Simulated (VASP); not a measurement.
Write the native input for VASP 6.6.1 that does the following.

```yaml
Task: single point
Functional: PBE
Potentials_or_basis: VASP PAW PBE potentials, release 64 (Co, O)
Cutoff: 520 eV
k_mesh: 10 × 10 × 10
Occupations: gaussian, width 0.026 eV
Spin: collinear spin, ferromagnetic start
Starting_moments: "[2.0, 0.0] μB"
Dipole_correction: no
Further_INCAR_settings: ALGO = Normal; EDIFF = 1e-06; NBANDS = 18
```

The structure of CoO lies in POSCAR:

```
CoO
1.0
    0.0000000000      2.3436418400      2.3436418400
    2.3436418400      0.0000000000      2.3436418400
    2.3436418400      2.3436418400      0.0000000000
Co O
1 1
Direct
    0.0000000000      0.0000000000      0.0000000000
    0.2500000000      0.2500000000      0.2500000000
```

The input as run:

INCAR

```
PREC = Accurate
ENCUT = 520
EDIFF = 1E-6
ISMEAR = 0
SIGMA = 0.026000000000000002
LREAL = False
LASPH = True
NELM = 150
ALGO = Normal
ISIF = 2
LWAVE = False
LCHARG = True
ISPIN = 2
MAGMOM = 2 0
LORBIT = 11
LMAXMIX = 4
GGA = PE
LELF = True
LVHAR = True
NBANDS = 18
```

KPOINTS

```
Automatic mesh
0
Gamma
  10 10 10
```

Potentials or basis: VASP PAW PBE potentials, release 64 (Co, O).

Launch:

```sh
$ cat potpaw_PBE.64/Co/POTCAR potpaw_PBE.64/O/POTCAR > POTCAR
$ mpirun -np 1 vasp_std > vasp.out
```

It gave:

```json
{
 "Pressure": "-12.2 GPa",
 "Band gap on the k mesh": "zero (filled and empty bands overlap)",
 "Net moment": "2.98 μB per cell",
 "Site moments": "Co +2.54; O +0.32 μB",
 "Valence electrons inside the program's atomic spheres": "Co 7.79; O 4.94"
}
```

Caveat: a cell with one magnetic atom can't hold antiferromagnetic order, which such compounds often take; semilocal functionals often make such compounds metallic where correlation or magnetic order opens a gap, which also shifts bond lengths.

It took 43 s on 1 thread of Intel(R) Xeon(R) Platinum 8488C (Sapphire Rapids) (shared host), peak memory 0.19 GiB.
